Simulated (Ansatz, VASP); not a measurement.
## Cs in VASP and in Ansatz

INCAR

```
PREC     = Accurate       # precision mode
ENCUT    = 520            # plane-wave cutoff, eV
EDIFF    = 1E-7           # SCF threshold, eV
ISMEAR   = 0              # smearing method
SIGMA    = 0.1            # smearing width, eV
LREAL    = F              # projectors in reciprocal space
LASPH    = T              # aspherical terms in the spheres
NELM     = 100            # most SCF steps
ALGO     = Normal         # electronic algorithm
ISIF     = 2              # what is computed and relaxed
LWAVE    = F              # write WAVECAR
LCHARG   = F              # write CHGCAR
GGA      = PS             # functional
NBANDS   = 10             # bands
```

The input KPOINTS:

```
Automatic mesh
0
Gamma
  6 6 6
```

Contents of POSCAR:

```
Cs
1.0
    0.0000000000      3.9483357400      3.9483357400
    3.9483357400      0.0000000000      3.9483357400
    3.9483357400      3.9483357400      0.0000000000
Cs
1
Direct
    0.0000000000      0.0000000000      0.0000000000
```

File input.yaml:

```yaml
crystal:
  lattice:
    - [0.0, 3.94833574, 3.94833574]
    - [3.94833574, 0.0, 3.94833574]
    - [3.94833574, 3.94833574, 0.0]
  atoms:
    - { symbol: Cs, position: [0.0, 0.0, 0.0] }
kpoints:
  mp_grid: { grid: [6, 6, 6] }
scf:
  occupations: { method: gaussian, width: 0.1 }
hamiltonian:
  xc: pbesol
  pseudopotentials: { kind: all_electron, lapw: { basis_error: 0.001 } }
output:
  forces: true
  stress: true
  eigenvalues: true
```

Alike in both runs: task single point; functional PBEsol; k mesh 6 × 6 × 6; occupations gaussian, width 0.1 eV; no spin polarisation.

|  | VASP | Ansatz |
| --- | --- | --- |
| version | VASP 6.6.1 | Ansatz 0.2.0 |
| potentials or method | VASP PAW PBE potentials, release 64 (Cs_sv), cutoff 520 eV | all-electron LAPW, scalar-relativistic |

|  | VASP | Ansatz | Ansatz less VASP |
| --- | --- | --- | --- |
| gap on the k mesh at the Fermi level (eV) | none | none | - |
| pressure (GPa) | -0.2 | -0.2 | +0.01 |

VASP's potentials were made for PBE, not for PBEsol. A gap of «none» marks a metal or a gap that the smearing closes. Ansatz ran all-electron here, and VASP with PAW potentials.

Neither program's run includes spin-orbit coupling.
